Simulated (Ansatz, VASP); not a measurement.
# TiO2 in VASP and in Ansatz

The input INCAR:

```
ALGO = Normal
EDIFF = 1E-6
ENCUT = 520
GGA = CA
ISIF = 2
ISMEAR = 0
LASPH = True
LCHARG = False
LREAL = False
LWAVE = False
NBANDS = 33
NELM = 80
PREC = Accurate
SIGMA = 0.01
```

File KPOINTS:

```
k-points
0
Gamma
  6 6 8
```

Contents of POSCAR:

```
TiO2
1.0
    4.6391246064      0.0000000000      0.0000000000
    0.0000000000      4.6391246064      0.0000000000
    0.0000000000      0.0000000000      2.8822020118
Ti O
2 4
Direct
    0.0000000000      0.0000000000      0.0000000000
    0.5000000000      0.5000000000      0.5000000000
    0.3049272614      0.3049272614      0.0000000000
    0.1950727386      0.8049272614      0.5000000000
    0.6950727386      0.6950727386      0.0000000000
    0.8049272614      0.1950727386      0.5000000000
```

Input for Ansatz:

```yaml
crystal:
  lattice:
    - [4.63912460643, 0.0, 0.0]
    - [0.0, 4.63912460643, 0.0]
    - [0.0, 0.0, 2.88220201183]
  atoms:
    - { symbol: Ti, position: [0.0, 0.0, 0.0] }
    - { symbol: Ti, position: [0.5, 0.5, 0.5] }
    - { symbol: O, position: [0.304927261359, 0.304927261359, 0.0] }
    - { symbol: O, position: [0.195072738641, 0.804927261359, 0.5] }
    - { symbol: O, position: [0.695072738641, 0.695072738641, 0.0] }
    - { symbol: O, position: [0.804927261359, 0.195072738641, 0.5] }
kpoints:
  mp_grid: { grid: [6, 6, 8] }
scf:
  occupations: { method: fixed }
  convergence: { dr2_threshold: 1.0e-10 }
hamiltonian:
  xc: lda
  pseudopotentials: { kind: all_electron, lapw: { basis_error: 0.0005 } }
output:
  forces: true
  stress: true
  eigenstates:
    kpoints:
      - [0.0, 0.0, 0.0]
      - [0.0, 0.5, 0.5]
      - [0.5, 0.0, 0.5]
      - [0.5, 0.5, 0.0]
      - [0.0, 0.0, -0.5]
      - [-0.5, -0.5, -0.5]
      - [0.0, -0.5, 0.0]
      - [-0.5, 0.0, 0.0]
  eigenvalues: true
```

Change from the starting cell: film at in-plane strain +0.02.

Alike in both runs: task single point; functional LDA; k mesh 6 × 6 × 8; no spin polarisation.

|  | VASP | Ansatz |
| --- | --- | --- |
| version | VASP 6.6.1 | Ansatz 0.2.0 |
| potentials or method | VASP PAW LDA potentials, release 64 (Ti_sv, O), cutoff 520 eV | all-electron LAPW, scalar-relativistic |
| occupations | gaussian, width 0.01 eV | fixed |

```csv
,VASP,Ansatz,Ansatz less VASP
gap on the k mesh at the Fermi level (eV),1.87,1.90,+0.021
pressure (GPa),-3.8,-4.8,-0.94
"traceless stress, the component that is largest in VASP (GPa)",5.33,5.03,-0.308
rms of the force components (eV/Å),0.026,0.004,-0.0217
```

LDA's correlation is that of Perdew and Zunger in VASP and of Perdew and Wang (1992) in Ansatz. Atom by atom the forces differ by 0.022 eV/Å (rms over components). Ansatz ran all-electron here, and VASP with PAW potentials. Ansatz's warnings: metallic iterate.
